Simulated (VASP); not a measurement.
BaZrO3, 5 atoms in the cell. The structure is cubic, space group Pm-3m (No. 221). Conventional cell: a = 4.227 Å, b = 4.227 Å, c = 4.227 Å, α = 90.00°, β = 90.00°, γ = 90.00°. Ba (site symmetry m-3m) has 12 O at 2.99 Å and 8 Zr at 3.66 Å within 3.9 Å. Zr (site symmetry m-3m) has 6 O at 2.11 Å within 2.8 Å. O (site symmetry 4/mmm) has 2 Zr at 2.11 Å within 2.8 Å. 

| Quantity | Value |
| --- | --- |
| Program | VASP 6.6.1 |
| Task | density of states |
| Functional | PBE |
| Potentials or basis | VASP PAW PBE potentials, release 64 (Ba_sv, Zr_sv, O) |
| Cutoff | 520 eV |
| k mesh | 6 × 6 × 6 |
| Occupations | gaussian, width 0.02 eV |
| Spin | no spin polarisation |
| Dipole correction | no |
| k mesh for the DOS | 9 × 9 × 9 |
| Occupations for the DOS | tetrahedron |
| Further INCAR settings | ALGO = Normal; EDIFF = 1e-06 |

Potentials or basis: VASP PAW PBE potentials, release 64 (Ba_sv, Zr_sv, O).

Run with:

```bash
$ cat potpaw_PBE.64/Ba_sv/POTCAR potpaw_PBE.64/Zr_sv/POTCAR potpaw_PBE.64/O/POTCAR > POTCAR
$ cp INCAR.step1 INCAR
$ cp KPOINTS.step1 KPOINTS
$ mpirun -np 1 vasp_std > vasp.out
$ cp INCAR.step2 INCAR
$ cp KPOINTS.step2 KPOINTS
$ mpirun -np 1 vasp_std > vasp.out
```

Hardware: 1 thread of AMD EPYC 9R45 96-Core Processor (Zen 5) (shared host).

Estimate the wall time of this run.

It took 38 s on 1 thread of AMD EPYC 9R45 96-Core Processor (Zen 5) (shared host), peak memory 0.18 GiB. Counts: k points 35.
